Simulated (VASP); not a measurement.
Runs of VASP 6.6.1 on HfN. The structure is that of space group P6_3/mmc (No. 194), or close to it. The cells are those of the table. 

```csv
task,level,potentials or basis,cell,cutoff (eV),gap on the mesh (eV),pressure (GPa),relaxed volume (Å³/atom)
single point,PBEsol,"VASP PAW PBE potentials, release 64 (Hf_pv, N)","a = 3.127, b = 3.127, c = 5.400 Å, angles 90.0, 90.0, 120.0°, 4 atoms",520,none,-2.0,-
relaxation of cell and atoms,LDA,"VASP PAW LDA potentials, release 64 (Hf_pv, N)","relaxed from a = 3.134, b = 3.134, c = 5.417 Å, angles 90.0, 90.0, 120.0°, 4 atoms",600,none,-0.1,(a)
relaxation of cell and atoms,BLYP+D3(BJ),"VASP PAW PBE potentials, release 64 (Hf_pv, N)","relaxed from a = 3.134, b = 3.134, c = 5.417 Å, angles 90.0, 90.0, 120.0°, 4 atoms",600,none,-0.1,11.52
relaxation of cell and atoms,PBEsol,"VASP PAW PBE potentials, release 64 (Hf_pv, N)","relaxed from a = 3.134, b = 3.134, c = 5.417 Å, angles 90.0, 90.0, 120.0°, 4 atoms",600,none,0.0,(b)
single point,BLYP+D3(BJ),"VASP PAW PBE potentials, release 64 (Hf_pv, N)","a = 3.133, b = 3.133, c = 5.450 Å, angles 90.0, 90.0, 120.0°, 4 atoms",520,none,-1.3,-
```

Alike in all rows: no spin polarisation; k mesh 8 × 8 × 4; smearing methfessel-paxton 0.1 eV.

Question: Estimate the missing entries.

Answer: (a) 11.12; (b) 11.34.

Caveats: spin-orbit coupling is left out, which moves the levels of the heavy elements; the PAW data sets were made with another functional, which shifts forces and pressure a little (some runs); pairwise dispersion overbinds metals, which lowers pressure and volume (some runs).

A k mesh can miss the band edges, and the runs leave out spin-orbit coupling on Hf.

A gap of «none» marks levels without a gap at the run's occupations.
